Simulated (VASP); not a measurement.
# AlSi23HO48 (a cell with a defect) in VASP: further runs

AlSi23HO48 (a cell with a defect) is run at these levels: r2SCAN; tasks: single point.

Everything below comes from runs of VASP 6.6.1. Logs are shortened: lines on timing, memory, paths and dates and some standing lists are left out, and cuts for length are marked.

**1. The cell of the first run**

The cell holds a defect, 73 atoms: a = 9.832 Å, b = 9.832 Å, c = 10.818 Å, α = 90.00°, β = 90.00°, γ = 120.00°.

**2. Single point, r2SCAN**

Contents of POSCAR:

```
AlSi23HO48
1.0
    9.8316000000      0.0000000000      0.0000000000
   -4.9158000000      8.5144150000      0.0000000000
    0.0000000000      0.0000000000     10.8182000000
Si O Al H
23 48 1 1
Direct
    0.2665240000      0.0059135000      0.1655480000
    0.0047801000      0.2668430000      0.3336890000
    0.2385990000      0.2405240000      0.9993619200
    0.2643930000      0.9914680000      0.6636310000
    0.9894460000      0.2647620000      0.8359160000
    0.2293890000      0.2223500000      0.5039390000
    0.2727950000      0.5039720000      0.1701260000
    0.0007480400      0.7714690000      0.3320030000
    0.2399190000      0.7394080000      0.0036103000
    0.0005861100      0.7613600000      0.8352580000
    0.2367220000      0.7327650000      0.4952940000
    0.7737470000      0.0013135000      0.1675400000
    0.4994380000      0.2689920000      0.3361520000
    0.7231280000      0.2276360000      0.0052600000
    0.7672260000      0.0003560100      0.6682640000
    0.4965340000      0.2621350000      0.8323230000
    0.7339230000      0.2294280000      0.4977480000
    0.7650270000      0.5009460000      0.1701520000
    0.5060110000      0.7694440000      0.3373120000
    0.7350110000      0.7342260000      0.0017393000
    0.7695000000      0.4946490000      0.6683140000
    0.5049940000      0.7715690000      0.8364450000
    0.7366290000      0.7353900000      0.5035120000
    0.0669300000      0.1970330000      0.4418620000
    0.3005170000      0.3678670000      0.1107810000
    0.1415150000      0.4331920000      0.2788680000
    0.2055230000      0.0726220000      0.0529050000
    0.3638220000      0.2956960000      0.3956590000
    0.4304760000      0.1432870000      0.2228400000
    0.0774410000      0.2214290000      0.9403120000
    0.2816500000      0.3345550000      0.6226230000
    0.1127490000      0.4436080000      0.7736440000
    0.2025460000      0.0517640000      0.5480320000
    0.3666400000      0.3006510000      0.8886370000
    0.4259760000      0.1307370000      0.7237120000
    0.0744250000      0.7148220000      0.4404160000
    0.2990230000      0.8705150000      0.1122040000
    0.1321980000      0.9367910000      0.2719290000
    0.2122820000      0.5747800000      0.0606630000
    0.3722160000      0.8059320000      0.3878360000
    0.4380460000      0.6385040000      0.2276310000
    0.0725450000      0.7073100000      0.9477570000
    0.2961460000      0.8548910000      0.6125940000
    0.1305640000      0.9238230000      0.7720150000
    0.2046780000      0.5650810000      0.5413850000
    0.3666500000      0.8003610000      0.8916470000
    0.4446260000      0.6419540000      0.7304500000
    0.5694620000      0.2032300000      0.4422660000
    0.7877240000      0.3607110000      0.1128000000
    0.6375250000      0.4354250000      0.2820770000
    0.7013660000      0.0652280000      0.0614060000
    0.8647800000      0.2916250000      0.3887050000
    0.9390500000      0.1430300000      0.2186820000
    0.5593170000      0.1980150000      0.9456520000
    0.7972430000      0.3592890000      0.6087090000
    0.6382200000      0.4247080000      0.7766210000
    0.7041580000      0.0647460000      0.5563510000
    0.8528310000      0.2900690000      0.8935630000
    0.9329220000      0.1411050000      0.7233450000
    0.5690300000      0.7046840000      0.4500810000
    0.8090660000      0.8707120000      0.1071580000
    0.6493380000      0.9307470000      0.2810300000
    0.7023520000      0.5687240000      0.0603190000
    0.8621690000      0.7960110000      0.3902950000
    0.9317650000      0.6379980000      0.2237340000
    0.5714880000      0.7153310000      0.9525590000
    0.7999120000      0.8658140000      0.6135890000
    0.6435860000      0.9394650000      0.7823920000
    0.7160940000      0.5738100000      0.5617710000
    0.8581930000      0.7836980000      0.8863920000
    0.9385760000      0.6183740000      0.7325650000
    0.2790850000      0.5026830000      0.6579390000
    0.0455946200      0.5165282700      0.7549558200
```

Contents of INCAR.step1:

```
SYSTEM = AlSi23HO48
PREC = Accurate ; ENCUT = 520
ISMEAR = 0 ; SIGMA = 0.02
LREAL = Auto ; LASPH = .TRUE.
NELM = 80 ; NBANDS = 234
GGA = PE ; ALGO = Normal
EDIFF = 1E-4 ; LWAVE = .TRUE.
LCHARG = .FALSE.
```

Contents of INCAR.step2:

```
SYSTEM = AlSi23HO48
PREC = Accurate ; ENCUT = 520
EDIFF = 1E-7 ; ISMEAR = 0
SIGMA = 0.02 ; LREAL = Auto
LASPH = .TRUE. ; NELM = 80
ALGO = Normal ; ISIF = 2
LWAVE = .FALSE. ; LCHARG = .FALSE.
METAGGA = R2SCAN ; LMIXTAU = .TRUE.
NBANDS = 234 ; ISTART = 1
```

Contents of KPOINTS:

```
Automatic mesh
0
G
  1 1 1
  0 0 0
```

Potentials or basis: VASP PAW PBE potentials, release 64 (Si, O, Al, H).

Command:

```
> cat potpaw_PBE.64/Si/POTCAR potpaw_PBE.64/O/POTCAR potpaw_PBE.64/Al/POTCAR potpaw_PBE.64/H/POTCAR > POTCAR
> cp INCAR.step1 INCAR
> mpirun -np 1 vasp_gam > vasp.out
> cp INCAR.step2 INCAR
> mpirun -np 1 vasp_gam > vasp.out
```

OUTCAR:

```text
SYSTEM = AlSi23HO48
   PREC = Accurate
   ENCUT = 520
   EDIFF = 1E-7
   ISMEAR = 0
   LREAL = Auto
   LASPH = .TRUE.
   NELM = 80
   ISIF = 2
   METAGGA = R2SCAN
   ISTART = 1

 ion  position               nearest neighbor table
   1  0.267  0.006  0.166-  29 1.62  37 1.62  38 1.62  27 1.63   3 3.04   9 3.05   8 3.06  13 3.07

   2  0.005  0.267  0.334-  24 1.62  26 1.62  52 1.63  53 1.63  12 3.05   7 3.06  17 3.07   6 3.07

   3  0.239  0.241  0.999-  34 1.62  25 1.62  27 1.62  30 1.63  16 3.03   1 3.04   7 3.06   5 3.13

   4  0.264  0.991  0.664-  43 1.62  33 1.63  35 1.63  44 1.64   6 3.01  11 3.03  10 3.07  16 3.09

   5  0.989  0.265  0.836-  30 1.60  58 1.61  59 1.61  32 1.70  15 3.02  14 3.06   3 3.13
   6  0.229  0.222  0.504-  31 1.60  24 1.63  33 1.63  28 1.64   4 3.01  72 3.04  13 3.06   2 3.07

   7  0.273  0.504  0.170-  41 1.62  26 1.62  25 1.63  39 1.63  19 3.06   3 3.06   2 3.06   9 3.07

   8  0.001  0.771  0.332-  36 1.62  38 1.62  64 1.63  65 1.63  18 3.06   1 3.06  23 3.06  11 3.09
[... 31 lines left out ...]
  24  0.067  0.197  0.442-   2 1.62   6 1.63
  25  0.301  0.368  0.111-   3 1.62   7 1.63
  26  0.142  0.433  0.279-   2 1.62   7 1.62
  27  0.206  0.073  0.053-   3 1.62   1 1.63
  28  0.364  0.296  0.396-  13 1.62   6 1.64
  29  0.430  0.143  0.223-   1 1.62  13 1.63
  30  0.077  0.221  0.940-   5 1.60   3 1.63
  31  0.282  0.335  0.623-   6 1.60  72 1.71
  32  0.113  0.444  0.774-  73 1.21   5 1.70  72 1.90
  33  0.203  0.052  0.548-   4 1.63   6 1.63
  34  0.367  0.301  0.889-   3 1.62  16 1.62
  35  0.426  0.131  0.724-  16 1.62   4 1.63
  36  0.074  0.715  0.440-   8 1.62  11 1.63
  37  0.299  0.871  0.112-   9 1.62   1 1.62
  38  0.132  0.937  0.272-   1 1.62   8 1.62
[... 31 lines left out ...]
  70  0.858  0.784  0.886-  10 1.62  20 1.63
  71  0.939  0.618  0.733-  21 1.64  10 1.65
  72  0.279  0.503  0.658-  47 1.71  31 1.71  45 1.72  32 1.90   6 3.04  11 3.05  22 3.13
  73  0.046  0.517  0.755-  32 1.21

  LATTYP: Found a hexagonal cell.
 ALAT       =     9.8316000000
 C/A-ratio  =     1.1003498922

  Lattice vectors:

 A1 = (   9.8316000000,   0.0000000000,   0.0000000000)
 A2 = (  -4.9158000000,   8.5144150000,   0.0000000000)
 A3 = (   0.0000000000,   0.0000000000,  10.8182000000)

Analysis of symmetry for initial positions (statically):
=====================================================================
 Subroutine PRICEL returns:
 Original cell was already a primitive cell.

 Routine SETGRP: Setting up the symmetry group for a
 hexagonal supercell.

 Subroutine GETGRP returns: Found  1 space group operations
 (whereof  1 operations were pure point group operations)
 out of a pool of 24 trial point group operations.

The static configuration has the point symmetry C_1 .

Analysis of symmetry for dynamics (positions and initial velocities):
=====================================================================
 Subroutine PRICEL returns:
 Original cell was already a primitive cell.

 Routine SETGRP: Setting up the symmetry group for a
 hexagonal supercell.

 Subroutine GETGRP returns: Found  1 space group operations
 (whereof  1 operations were pure point group operations)
 out of a pool of 24 trial point group operations.

The dynamic configuration has the point symmetry C_1 .

 Subroutine INISYM returns: Found  1 space group operations
 (whereof  1 operations are pure point group operations),
 and found     1 'primitive' translations

[... 176 lines left out ...]
     0.101712844  0.058723941  0.000000000     1.000000000  0.000000000  0.000000000
     0.000000000  0.117447881  0.000000000     0.000000000  1.000000000  0.000000000
     0.000000000  0.000000000  0.092436819     0.000000000  0.000000000  1.000000000

  Length of vectors
     0.117447877  0.117447881  0.092436819

  Shift w.r.t. Gamma in fractional coordinates (k-lattice)
     0.000000000  0.000000000  0.000000000

 Subroutine IBZKPT returns following result:
 ===========================================

 Found      1 irreducible k-points:

 Following reciprocal coordinates:
            Coordinates               Weight
  0.000000  0.000000  0.000000      1.000000
   k-points           NKPTS =      1   k-points in BZ     NKDIM =      1   number of bands    NBANDS=    234
   number of dos      NEDOS =    301   number of ions     NIONS =     73
   total plane-waves  NPLWV = 512000
   dimension x,y,z NGX =    80 NGY =   80 NGZ =   80
   dimension x,y,z NGXF=   160 NGYF=  160 NGZF=  160
   ions per type =              23  48   1   1
   NGX,Y,Z   is equivalent  to a cutoff of  13.53, 13.53, 12.29 a.u.
   NGXF,Y,Z  is equivalent  to a cutoff of  27.05, 27.05, 24.59 a.u.
 SYSTEM =  AlSi23HO48
   PREC   = accura    normal or accurate (medium, high low for compatibility)
   ISTART =      1    job   : 0-new  1-cont  2-samecut
   ICHARG =      0    charge: 1-file 2-atom 10-const
   ISPIN  =      1    spin polarized calculation?
   LNONCOLLINEAR =      F non collinear calculations
   LSORBIT =      F    spin-orbit coupling
   LASPH  =      T    aspherical Exc in radial PAW
   ENCUT  =  520.0 eV  38.22 Ry    6.18 a.u.  18.28 18.28 20.11*2*pi/ulx,y,z
   NELM   =     80;   NELMIN=  2; NELMDL=  0     # of ELM steps
   EDIFF  = 0.1E-06   stopping-criterion for ELM
   LREAL  =      T    real-space projection
   EDIFFG = 0.1E-05   stopping-criterion for IOM
   NSW    =      0    number of steps for IOM
   IBRION =     -1    ionic relax: 0-MD 1-quasi-New 2-CG
   NFREE  =      0    steps in history (QN), initial steepest desc. (CG)
   ISIF   =      2    stress and relaxation
   ISYM   =      2    0-nonsym 1-usesym 2-fastsym
   POTIM  = 0.5000    time-step for ionic-motion
   TEBEG  =    0.0;   TEEND  =   0.0 temperature during run
   PSTRESS=    0.0 pullay stress
   NELECT =     384.0000    total number of electrons
   NUPDOWN=      -1.0000    fix difference up-down
   EMIN   =  10.00;   EMAX   =-10.00  energy-range for DOS
   EFERMI =   0.00;   METHOD = LEGACY
   ISMEAR =     0;   SIGMA  =   0.02  broadening in eV -4-tet -1-fermi 0-gaus
   EFERMI_NEDOS =   21; number of points for ismear=-14 and -15
   IALGO  =     38    algorithm
   IMIX   =      4    mixing-type and parameters
     AMIX     =   0.40;   BMIX     =  1.00
     AMIX_MAG =   1.60;   BMIX_MAG =  1.00
  volume/ion in A,a.u.               =      12.41        83.72
  Fermi-wavevector in a.u.,A,eV,Ry     =   1.229912  2.324196 20.581296  1.512683
  Thomas-Fermi vector in A             =   2.364781
   LORBIT       =      0    0 simple, 1 ext, 2 COOP (PROOUT), +10 PAW based schemes
   METAGGA = R2SCAN    functional components
   LHFCALC =     F    Hartree Fock is set to
   AEXX    =    0.0000 exact exchange contribution
   IVDW    =     0    specifies the selected vdW correction
   LEPSILON=     F    determine dielectric tensor
   LRPA    =     F    only Hartree local field effects (RPA)
 non-spin polarized calculation
 Gauss-broadening in eV      SIGMA  =   0.02
  energy-cutoff  :      520.00
  volume of cell :      905.60
 maximum number of plane-waves:     12195
 NGX is ok and might be reduce to    80
   NGX = 37   NGY = 37   NGZ = 41

 number of electron     383.9999998 magnetization

 Free energy of the ion-electron system (eV)
  ---------------------------------------------------
  ext. energy  EPLUGINS =         0.00000000
  ---------------------------------------------------
  free energy    TOTEN  =      -716.01750673 eV

  energy without entropy =     -716.01750673  energy(sigma->0) =     -716.01750673

 E-fermi :   1.1466     XC(G=0):  -9.7804

 val. band max:        0.9535611411   @ k =   0.0000   0.0000   0.0000
 cond. band min:       6.9607001193   @ k =   0.0000   0.0000   0.0000
 fundamental gap:      6.0071389782
 Fermi energy:         1.1466077123

 k-point     1 :       0.0000    0.0000    0.0000
  band No.  band energies     occupation
      1     -19.7413      2.00000
      2     -19.4135      2.00000
      3     -19.2890      2.00000
      4     -19.2343      2.00000
      5     -19.1563      2.00000
      6     -19.1159      2.00000
[... 196 lines left out ...]
    203      10.2746      0.00000
    204      10.3028      0.00000
 [bands above 204 left out]

------------------------ aborting loop because EDIFF is reached ----------------------------------------

  FORCE on cell =-STRESS in cart. coord.  units (eV):
  Direction    XX          YY          ZZ          XY          YZ          ZX
  --------------------------------------------------------------------------------------
  -------------------------------------------------------------------------------------
  Total      -21.1549261    -15.2611492    -14.3828524      3.6672162      1.8795810     -0.8438021
  in kB      -37.4272634    -27.0000022    -25.4461209      6.4880334      3.3253519     -1.4928534
  external PRESSURE =     -29.9577955 kB  Pullay stress =       0.0000000 kB

 VOLUME and BASIS-vectors are now :
 -----------------------------------------------------------------------------
  energy-cutoff  :      520.00
  volume of cell :      905.60
      direct lattice vectors                 reciprocal lattice vectors
     9.831600000  0.000000000  0.000000000     0.101712844  0.058723941  0.000000000
    -4.915800000  8.514415000  0.000000000     0.000000000  0.117447881  0.000000000
     0.000000000  0.000000000 10.818200000     0.000000000  0.000000000  0.092436819

 POSITION                                       TOTAL-FORCE (eV/Angst)
 -----------------------------------------------------------------------------------
      2.59129      0.05035      1.79093         0.030704      0.013770     -0.015060
     -1.26475      2.27201      3.60991        -0.002466      0.044639     -0.011622
      1.16344      2.04792     10.81130        -0.135362      0.018810     -0.078558
     -2.27445      8.44177      7.17929         0.078789      0.066965     -0.045849
      8.42632      2.25429      9.04311         0.089985      0.653709     -0.296329
      1.16223      1.89318      5.45171        -0.058224      0.014016      0.036462
[... 65 lines left out ...]
      0.27276      4.28005      7.11772        -0.345701     -0.138853      0.313930
     -2.09088      4.39794      8.16726         3.188463     -2.060592      0.617079
 -----------------------------------------------------------------------------------
    total drift:                                0.009680      0.011606      0.004075

  FREE ENERGIE OF THE ION-ELECTRON SYSTEM (eV)
  ---------------------------------------------------
  free  energy   TOTEN  =      -716.0175067250 eV

  energy  without entropy=     -716.0175067250  energy(sigma->0) =     -716.01750673
```

Run time: 23 min. Hardware: 1 thread of Intel Xeon Platinum 8488C (Sapphire Rapids), shared host; peak memory 1.1 GiB.

Results:

* Free energy: -716.0175 eV
* Pressure: -3.0 GPa
* Largest force: 3.846 eV/Å
* Band gap on the k mesh: 6.01 eV

Forces in eV/Å, atoms in the order of the input:
```
Si   0.031  0.014 -0.015
Si  -0.002  0.045 -0.012
Si  -0.135  0.019 -0.079
Si   0.079  0.067 -0.046
Si   0.090  0.654 -0.296
Si  -0.058  0.014  0.036
Si   0.033 -0.024 -0.029
Si  -0.014  0.052 -0.021
Si   0.094 -0.076  0.010
Si  -0.020  0.443  0.408
Si   0.052 -0.094 -0.017
Si   0.031  0.041 -0.008
Si  -0.035  0.028 -0.014
Si   0.061 -0.025 -0.073
Si   0.101  0.114  0.063
Si  -0.096 -0.004  0.072
Si   0.020 -0.094 -0.042
Si   0.048 -0.034 -0.001
Si  -0.005  0.028 -0.021
Si  -0.114 -0.047  0.058
Si  -0.320 -0.420 -0.233
Si  -0.045 -0.013 -0.027
Si  -0.084  0.039 -0.028
O    0.118  0.229 -0.135
O   -0.251 -0.006 -0.124
O    0.138 -0.220 -0.145
O    0.168  0.206  0.176
O    0.137 -0.257  0.114
O   -0.243  0.007  0.155
O    0.153  0.086 -0.026
O   -0.068 -0.075 -0.341
O   -3.155  1.715 -0.655
O    0.133  0.202  0.205
O    0.182 -0.264  0.152
O   -0.252 -0.002  0.124
O    0.091  0.203 -0.127
O   -0.279 -0.027 -0.171
O    0.167 -0.228 -0.120
O    0.129  0.245  0.160
O    0.113 -0.259  0.159
O   -0.259  0.037  0.158
O    0.017  0.205 -0.284
O   -0.302  0.011 -0.154
O    0.126 -0.339 -0.119
O    0.041  0.372 -0.019
O    0.094 -0.207  0.179
O   -0.123  0.186  0.163
O    0.122  0.250 -0.117
O   -0.277  0.010 -0.117
O    0.138 -0.219 -0.158
O    0.150  0.202  0.150
O    0.097 -0.228  0.167
O   -0.253 -0.023  0.177
O    0.106  0.244 -0.156
O   -0.281  0.110 -0.060
O    0.239 -0.102 -0.202
O    0.120  0.235  0.128
O   -0.035 -0.282  0.241
O   -0.338 -0.176  0.106
O    0.155  0.241 -0.151
O   -0.273 -0.065 -0.144
O    0.101 -0.212 -0.152
O    0.160  0.238  0.120
O    0.128 -0.232  0.162
O   -0.271  0.023  0.150
O    0.185  0.204 -0.161
O   -0.248 -0.067 -0.171
O    0.121 -0.245 -0.158
O    0.215  0.180  0.236
O    0.234 -0.243  0.060
O    0.276 -0.186  0.108
Al  -0.346 -0.139  0.314
H    3.188 -2.061  0.617
```

Levels at points of the mesh, in eV from the valence-band top:
```csv
k point,band 190,band 191,band 192,band 193,band 194,band 195
"(0.00, 0.00, 0.00)",-0.14,-0.08,0.00,6.01,7.33,8.20
```

Caveat: the k points lie up to 0.74 Å⁻¹ apart; the PAW data sets were made with another functional, which shifts forces and pressure a little.

(Part 1 of 2 ends here.)
